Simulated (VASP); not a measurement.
# Au (P6_3/mmc) in VASP: notebook

Au is run at these levels: PBEsol; tasks: single point.

All numbers are computed with VASP 6.6.1; they aren't measurements. Logs are shortened: lines on timing, memory, paths and dates and some standing lists are left out, and cuts for length are marked.

## Step 1: The cell of the first run

It takes space group P6_3/mmc (No. 194, hexagonal). Conventional cell: a = 2.401 Å, b = 2.401 Å, c = 3.959 Å, α = 90.00°, β = 90.00°, γ = 120.00°. Au (site symmetry -6m2) has 12 Au at 2.40 to 2.42 Å within 3.2 Å.

## Step 2: Single point, PBEsol (volume scaled by 0.58)

Contents of INCAR:

```
SYSTEM = Au
ALGO     = Normal         ! electronic algorithm
EDIFF    = 1E-7           ! SCF threshold, eV
ENCUT    = 520            ! plane-wave cutoff, eV
GGA      = PS             ! functional
ISIF     = 2              ! what is computed and relaxed
ISMEAR   = -1             ! smearing method
LASPH    = .True.         ! aspherical terms in the spheres
LCHARG   = .False.        ! write CHGCAR
LREAL    = .False.        ! projectors in reciprocal space
LWAVE    = .False.        ! write WAVECAR
NBANDS   = 18             ! bands
NELM     = 100            ! most SCF steps
PREC     = Accurate       ! precision mode
SIGMA    = 0.05           ! smearing width, eV
```

Contents of KPOINTS:

```
k-points
0
Gamma
  15 15 8
  0 0 0
```

Contents of POSCAR:

```
Au
1.0
    2.4008441825      0.0000000000      0.0000000000
   -1.2004220913      2.0791920525      0.0000000000
    0.0000000000      0.0000000000      3.9588734766
Au
2
Direct
    0.3333333333      0.6666666667      0.2500000000
    0.6666666667      0.3333333333      0.7500000000
```

Potentials or basis: VASP PAW PBE potentials, release 64 (Au).

Run with:

```bash
$ cat potpaw_PBE.64/Au/POTCAR > POTCAR
$ mpirun -np 1 vasp_std > vasp.out
```

OUTCAR:

```text
SYSTEM = Au
   EDIFF = 1E-7
   ENCUT = 520
   GGA = PS
   ISIF = 2
   ISMEAR = -1
   LASPH = .True.
   LREAL = .False.
   NELM = 100
   PREC = Accurate

 ion  position               nearest neighbor table
   1  0.333  0.667  0.250-   2 2.42   2 2.42   2 2.42   2 2.42   2 2.42   2 2.42   2 3.41   2 3.41
                             2 3.41   2 3.41   2 3.41   2 3.41
   2  0.667  0.333  0.750-   1 2.42   1 2.42   1 2.42   1 2.42   1 2.42   1 2.42   1 3.41   1 3.41
                             1 3.41   1 3.41   1 3.41   1 3.41

  LATTYP: Found a hexagonal cell.
 ALAT       =     2.4008441825
 C/A-ratio  =     1.6489506089

  Lattice vectors:

 A1 = (   2.4008441825,   0.0000000000,   0.0000000000)
 A2 = (  -1.2004220913,   2.0791920525,   0.0000000000)
 A3 = (   0.0000000000,   0.0000000000,   3.9588734766)

Analysis of symmetry for initial positions (statically):
=====================================================================
 Subroutine PRICEL returns:
 Original cell was already a primitive cell.

 Routine SETGRP: Setting up the symmetry group for a
 hexagonal supercell.

 Subroutine GETGRP returns: Found 24 space group operations
 (whereof 12 operations were pure point group operations)
 out of a pool of 24 trial point group operations.

The static configuration has the point symmetry D_3d.
 The point group associated with its full space group is D_6h.

Analysis of symmetry for dynamics (positions and initial velocities):
=====================================================================
 Subroutine PRICEL returns:
 Original cell was already a primitive cell.

 Routine SETGRP: Setting up the symmetry group for a
 hexagonal supercell.

 Subroutine GETGRP returns: Found 24 space group operations
 (whereof 12 operations were pure point group operations)
 out of a pool of 24 trial point group operations.

The dynamic configuration has the point symmetry D_3d.
 The point group associated with its full space group is D_6h.

 Subroutine INISYM returns: Found 24 space group operations
 (whereof 12 operations are pure point group operations),
 and found     1 'primitive' translations

----------------------------------------------------------------------------------------

                                     Primitive cell

  volume of cell :      19.7620

  direct lattice vectors                    reciprocal lattice vectors
     2.400844183  0.000000000  0.000000000     0.416520159  0.240478026  0.000000000
    -1.200422091  2.079192052  0.000000000     0.000000000  0.480956052  0.000000000
     0.000000000  0.000000000  3.958873477     0.000000000  0.000000000  0.252597110

  length of vectors
     2.400844183  2.400844182  3.958873477     0.480956052  0.480956052  0.252597110

  position of ions in fractional coordinates (direct lattice)
     0.333333333  0.666666667  0.250000000
     0.666666667  0.333333333  0.750000000

  ion indices of the primitive-cell ions
   primitive index   ion index
                 1           1
                 2           2

----------------------------------------------------------------------------------------

 KPOINTS: k-points

Automatic generation of k-mesh.
 Grid dimensions read from file:
 generate k-points for:   15   15    8

 Generating k-lattice:

  Cartesian coordinates                     Fractional coordinates (reciprocal lattice)
     0.027768011  0.016031868  0.000000000     0.066666667  0.000000000  0.000000000
     0.000000000  0.032063737  0.000000000     0.000000000  0.066666667  0.000000000
     0.000000000  0.000000000  0.031574639     0.000000000  0.000000000  0.125000000

  Length of vectors
     0.032063737  0.032063737  0.031574639

  Shift w.r.t. Gamma in fractional coordinates (k-lattice)
     0.000000000  0.000000000  0.000000000

 Subroutine IBZKPT returns following result:
 ===========================================

 Found    135 irreducible k-points:

 Following reciprocal coordinates:
            Coordinates               Weight
  0.000000  0.000000  0.000000      1.000000
  0.066667  0.000000  0.000000      6.000000
  0.133333  0.000000  0.000000      6.000000
  0.200000  0.000000  0.000000      6.000000
  0.266667  0.000000  0.000000      6.000000
  0.333333  0.000000  0.000000      6.000000
[... 16 lines left out ...]
  0.333333  0.200000  0.000000     12.000000
  0.400000  0.200000  0.000000      6.000000
 [... further k-points ...]
   k-points           NKPTS =    135   k-points in BZ     NKDIM =    135   number of bands    NBANDS=     18
   number of dos      NEDOS =    301   number of ions     NIONS =      2
   total plane-waves  NPLWV =   9720
   dimension x,y,z NGX =    18 NGY =   18 NGZ =   30
   dimension x,y,z NGXF=    36 NGYF=   36 NGZF=   60
   ions per type =               2
   NGX,Y,Z   is equivalent  to a cutoff of  12.46, 12.46, 12.60 a.u.
   NGXF,Y,Z  is equivalent  to a cutoff of  24.93, 24.93, 25.20 a.u.
 SYSTEM =  Au
   PREC   = accura    normal or accurate (medium, high low for compatibility)
   ISTART =      0    job   : 0-new  1-cont  2-samecut
   ICHARG =      2    charge: 1-file 2-atom 10-const
   ISPIN  =      1    spin polarized calculation?
   LNONCOLLINEAR =      F non collinear calculations
   LSORBIT =      F    spin-orbit coupling
   LASPH  =      T    aspherical Exc in radial PAW
   ENCUT  =  520.0 eV  38.22 Ry    6.18 a.u.   4.46  4.46  7.36*2*pi/ulx,y,z
   NELM   =    100;   NELMIN=  2; NELMDL= -5     # of ELM steps
   EDIFF  = 0.1E-06   stopping-criterion for ELM
   LREAL  =      F    real-space projection
   EDIFFG = 0.1E-05   stopping-criterion for IOM
   NSW    =      0    number of steps for IOM
   IBRION =     -1    ionic relax: 0-MD 1-quasi-New 2-CG
   NFREE  =      0    steps in history (QN), initial steepest desc. (CG)
   ISIF   =      2    stress and relaxation
   ISYM   =      2    0-nonsym 1-usesym 2-fastsym
   POTIM  = 0.5000    time-step for ionic-motion
   TEBEG  =    0.0;   TEEND  =   0.0 temperature during run
   PSTRESS=    0.0 pullay stress
   NELECT =      22.0000    total number of electrons
   NUPDOWN=      -1.0000    fix difference up-down
   EMIN   =  10.00;   EMAX   =-10.00  energy-range for DOS
   EFERMI =   0.00;   METHOD = LEGACY
   ISMEAR =    -1;   SIGMA  =   0.05  broadening in eV -4-tet -1-fermi 0-gaus
   EFERMI_NEDOS =   21; number of points for ismear=-14 and -15
   IALGO  =     38    algorithm
   IMIX   =      4    mixing-type and parameters
     AMIX     =   0.40;   BMIX     =  1.00
     AMIX_MAG =   1.60;   BMIX_MAG =  1.00
  volume/ion in A,a.u.               =       9.88        66.68
  Fermi-wavevector in a.u.,A,eV,Ry     =   1.696702  3.206302 39.168436  2.878799
  Thomas-Fermi vector in A             =   2.777517
   LORBIT       =      0    0 simple, 1 ext, 2 COOP (PROOUT), +10 PAW based schemes
   GGA     = PS    functional components
   LHFCALC =     F    Hartree Fock is set to
   AEXX    =    0.0000 exact exchange contribution
   IVDW    =     0    specifies the selected vdW correction
   LEPSILON=     F    determine dielectric tensor
   LRPA    =     F    only Hartree local field effects (RPA)
 non-spin polarized calculation
  energy-cutoff  :      520.00
  volume of cell :       19.76
 maximum number of plane-waves:       555
 NGX is ok and might be reduce to    18

 number of electron      21.9999999 magnetization

 Free energy of the ion-electron system (eV)
  ---------------------------------------------------
  ext. energy  EPLUGINS =         0.00000000
  ---------------------------------------------------
  free energy    TOTEN  =         2.89973809 eV

  energy without entropy =        2.90291348  energy(sigma->0) =        2.90132579

 E-fermi :  22.1440     XC(G=0): -16.3047

 val. band max:       22.1275589823   @ k =   0.4667   0.0000   0.0000
 cond. band min:      22.1440900736   @ k =   0.2667   0.2000   0.3750
 fundamental gap:      0.0165310913
 Fermi energy:        22.1439820421

 k-point     1 :       0.0000    0.0000    0.0000
  band No.  band energies     occupation
      1       4.3953      2.00000
      2       7.1684      2.00000
      3      12.3281      2.00000
      4      12.6949      2.00000
      5      12.6949      2.00000
      6      13.5992      2.00000
[... 10 lines left out ...]
     17      44.5085      0.00000
     18      44.5085      0.00000

 k-point     2 :       0.0667    0.0000    0.0000
  band No.  band energies     occupation
      1       4.6389      2.00000
      2       7.3863      2.00000
      3      12.0467      2.00000
      4      12.9061      2.00000
      5      12.9193      2.00000
      6      13.4595      2.00000
[... 10 lines left out ...]
     17      42.5210      0.00000
     18      44.7332      0.00000

 k-point     3 :       0.1333    0.0000    0.0000
  band No.  band energies     occupation
      1       5.3288      2.00000
      2       7.9597      2.00000
      3      11.5451      2.00000
      4      12.9902      2.00000
      5      13.5218      2.00000
      6      13.5274      2.00000
[... 10 lines left out ...]
     17      40.3795      0.00000
     18      42.4944      0.00000

 k-point     4 :       0.2000    0.0000    0.0000
  band No.  band energies     occupation
      1       6.3249      2.00000
      2       8.5487      2.00000
      3      11.2383      2.00000
      4      12.0287      2.00000
      5      12.6104      2.00000
      6      13.9025      2.00000
[... 10 lines left out ...]
     17      40.4171      0.00000
     18      40.7914      0.00000

 k-point     5 :       0.2667    0.0000    0.0000
  band No.  band energies     occupation
      1       7.3337      2.00000
      2       8.5817      2.00000
      3      10.6801      2.00000
      4      11.6077      2.00000
      5      12.5450      2.00000
      6      13.3918      2.00000
[... 10 lines left out ...]
     17      41.0442      0.00000
     18      41.7903      0.00000

 k-point     6 :       0.3333    0.0000    0.0000
  band No.  band energies     occupation
      1       7.8834      2.00000
      2       8.2904      2.00000
      3       9.6151      2.00000
      4      12.3225      2.00000
      5      12.9608      2.00000
      6      13.1412      2.00000
[... 10 lines left out ...]
     17      40.7558      0.00000
     18      41.6986      0.00000

 k-point     7 :       0.4000    0.0000    0.0000
  band No.  band energies     occupation
      1       7.6907      2.00000
      2       8.2935      2.00000
      3       8.8831      2.00000
      4      12.6529      2.00000
      5      13.1590      2.00000
      6      13.3634      2.00000
[... 10 lines left out ...]
     17      37.2009      0.00000
     18      41.5817      0.00000

 k-point     8 :       0.4667    0.0000    0.0000
  band No.  band energies     occupation
      1       7.4894      2.00000
      2       8.2838      2.00000
      3       8.5109      2.00000
      4      12.4932      2.00000
      5      13.2031      2.00000
      6      13.8646      2.00000
[... 10 lines left out ...]
     17      34.3508      0.00000
     18      41.3438      0.00000
[... 229 lines left out ...]
     17      37.9019      0.00000
     18      40.7663      0.00000

 k-point    20 :       0.4000    0.1333    0.0000
  band No.  band energies     occupation
      1       8.2842      2.00000
      2       8.5511      2.00000
      3       8.9903      2.00000
      4      12.2148      2.00000
      5      13.0903      2.00000
      6      13.2251      2.00000
[... 10 lines left out ...]
     17      35.8267      0.00000
     18      40.5941      0.00000

 k-point    21 :       0.2000    0.2000    0.0000
  band No.  band energies     occupation
      1       8.9481      2.00000
      2       9.6998      2.00000
      3       9.9182      2.00000
      4      10.1892      2.00000
      5      12.1019      2.00000
      6      13.0301      2.00000
[... 10 lines left out ...]
     17      39.9052      0.00000
     18      41.1365      0.00000

 k-point    22 :       0.2667    0.2000    0.0000
  band No.  band energies     occupation
      1       9.0727      2.00000
      2       9.3539      2.00000
      3       9.6833      2.00000
      4      11.1105      2.00000
      5      11.9394      2.00000
      6      13.5870      2.00000
[... 10 lines left out ...]
     17      38.9842      0.00000
     18      40.0511      0.00000

 k-point    23 :       0.3333    0.2000    0.0000
  band No.  band energies     occupation
      1       8.6663      2.00000
      2       9.2054      2.00000
      3       9.6667      2.00000
      4      11.9894      2.00000
      5      12.1211      2.00000
      6      13.0898      2.00000
[... 10 lines left out ...]
     17      37.1663      0.00000
     18      39.9072      0.00000

 k-point    24 :       0.4000    0.2000    0.0000
  band No.  band energies     occupation
      1       8.5262      2.00000
      2       9.1156      2.00000
      3       9.6722      2.00000
      4      12.0811      2.00000
      5      12.5432      2.00000
      6      12.8420      2.00000
[... 10 lines left out ...]
     17      36.1545      0.00000
     18      39.7330      0.00000

 [... further k-points ...]

------------------------ aborting loop because EDIFF is reached ----------------------------------------

  FORCE on cell =-STRESS in cart. coord.  units (eV):
  Direction    XX          YY          ZZ          XY          YZ          ZX
  --------------------------------------------------------------------------------------
  -------------------------------------------------------------------------------------
  Total       52.5207605     52.5207605     52.5909252     -0.0000000      0.0000000      0.0000000
  in kB     4258.0561619   4258.0561616   4263.7446778     -0.0000001      0.0000000      0.0000000
  external PRESSURE =    4259.9523338 kB  Pullay stress =       0.0000000 kB

 VOLUME and BASIS-vectors are now :
 -----------------------------------------------------------------------------
  energy-cutoff  :      520.00
  volume of cell :       19.76
      direct lattice vectors                 reciprocal lattice vectors
     2.400844183  0.000000000  0.000000000     0.416520159  0.240478026  0.000000000
    -1.200422091  2.079192052  0.000000000     0.000000000  0.480956052  0.000000000
     0.000000000  0.000000000  3.958873477     0.000000000  0.000000000  0.252597110

 POSITION                                       TOTAL-FORCE (eV/Angst)
 -----------------------------------------------------------------------------------
     -0.00000      1.38613      0.98972        -0.000000     -0.000000      0.000000
      1.20042      0.69306      2.96916         0.000000      0.000000      0.000000
 -----------------------------------------------------------------------------------
    total drift:                               -0.000000      0.000000     -0.000000

  FREE ENERGIE OF THE ION-ELECTRON SYSTEM (eV)
  ---------------------------------------------------
  free  energy   TOTEN  =         2.8997380939 eV

  energy  without entropy=        2.9029134761  energy(sigma->0) =        2.90132579
```

It took 32 s on 1 thread of Intel Xeon 6975P-C, shared host; peak memory 0.16 GiB.

What came out:

```yaml
Free_energy: 2.8997 eV
Pressure: 426.0 GPa
Band_gap_on_the_k_mesh: zero (band 11 reaches 28.62 eV, above the bottom of band 12 at 17.59 eV)
```

Stress tensor (GPa, compression positive):
```
425.81   0.00   0.00
  0.00 425.81   0.00
  0.00   0.00 426.37
```

Levels at points of the mesh, in eV from the Fermi level:
```
           k point  band 9  band 10  band 11  band 12  band 13  band 14
(0.00, 0.00, 0.00)   -7.14    -4.40    -3.51    -3.51     6.52    11.62
(0.00, 0.00, 0.50)   -4.55    -4.55    -4.55    -4.55    11.19    11.19
```

Caveat: the cell differs from its parent crystal (volume scaled by 0.58); the PAW data sets were made with another functional, which shifts forces and pressure a little; spin-orbit coupling is left out, which moves the levels of the heavy elements.

## Step 3: Single point, PBEsol

This run uses another cell than the first one, of 11.58 Å³/atom, 1.172 times its volume.

Contents of INCAR:

```
ALGO = Normal ; EDIFF = 1E-7
ENCUT = 520 ; GGA = PS
ISIF = 2 ; ISMEAR = -1
LASPH = True ; LCHARG = False
LREAL = False ; LWAVE = False
NBANDS = 18 ; NELM = 60
PREC = Accurate ; SIGMA = 0.05
```

Contents of KPOINTS:

```
k-points
0
Gamma
  15 15 8
```

Contents of POSCAR:

```
Au
1.0
    2.5312239751      0.0000000000      0.0000000000
   -1.2656119876      2.1921042651      0.0000000000
    0.0000000000      0.0000000000      4.1756043380
Au
2
Direct
    0.3333333333      0.6666666667      0.2500000000
    0.6666666667      0.3333333333      0.7500000000
```

Potentials or basis: VASP PAW PBE potentials, release 64 (Au).

Run with:

```bash
$ cat potpaw_PBE.64/Au/POTCAR > POTCAR
$ mpirun -np 1 vasp_std > vasp.out
```

Run time: 38 s. Hardware: 1 thread of Intel Xeon 6975P-C, shared host; peak memory 0.17 GiB.

The run converged. Its results:

* Free energy: -3.4238 eV
* Pressure: 196.9 GPa
* Band gap on the k mesh: zero (band 11 reaches 23.27 eV, above the bottom of band 12 at 13.74 eV)

Levels at points of the mesh, in eV from the Fermi level:
```csv
k point,band 8,band 9,band 10,band 11,band 12,band 13,band 14,band 15
"(0.00, 0.00, 0.00)",-5.73,-5.73,-3.32,-2.92,-2.92,5.31,13.07,15.02
"(0.00, 0.00, 0.50)",-7.61,-3.76,-3.76,-3.76,-3.76,12.34,12.34,15.23
```

Caveat: the PAW data sets were made with another functional, which shifts forces and pressure a little; spin-orbit coupling is left out, which moves the levels of the heavy elements.

## Step 4: Single point, PBEsol

Contents of INCAR:

```
SYSTEM = Au
PREC = Accurate
ENCUT = 520
EDIFF = 1E-6
ISMEAR = -1
SIGMA = 0.05
LREAL = .False.
LASPH = .True.
NELM = 80
ALGO = Normal
ISIF = 2
LWAVE = .False.
LCHARG = .False.
GGA = PS
NBANDS = 18
```

Contents of KPOINTS:

```
regular mesh
0
Gamma
  15 15 8
  0 0 0
```

POSCAR is that of step 3.

Run with:

```bash
$ cat potpaw_PBE.64/Au/POTCAR > POTCAR
$ mpirun -np 1 vasp_std > vasp.out
```

It took 33 s on 1 thread of Intel Xeon 6975P-C, shared host; peak memory 0.17 GiB.

The run converged. Its results:

* Free energy: -3.4238 eV
* Pressure: 196.9 GPa
* Band gap on the k mesh: zero (band 11 reaches 23.27 eV, above the bottom of band 12 at 13.74 eV)

Levels at points of the mesh, in eV from the Fermi level:
```csv
k point,band 9,band 10,band 11,band 12,band 13,band 14
"(0.00, 0.00, 0.00)",-5.73,-3.32,-2.92,-2.92,5.31,13.07
"(0.00, 0.00, 0.50)",-3.76,-3.76,-3.76,-3.76,12.34,12.34
```

Caveat: the PAW data sets were made with another functional, which shifts forces and pressure a little; spin-orbit coupling is left out, which moves the levels of the heavy elements.

(Continued in part 2 of 2.)
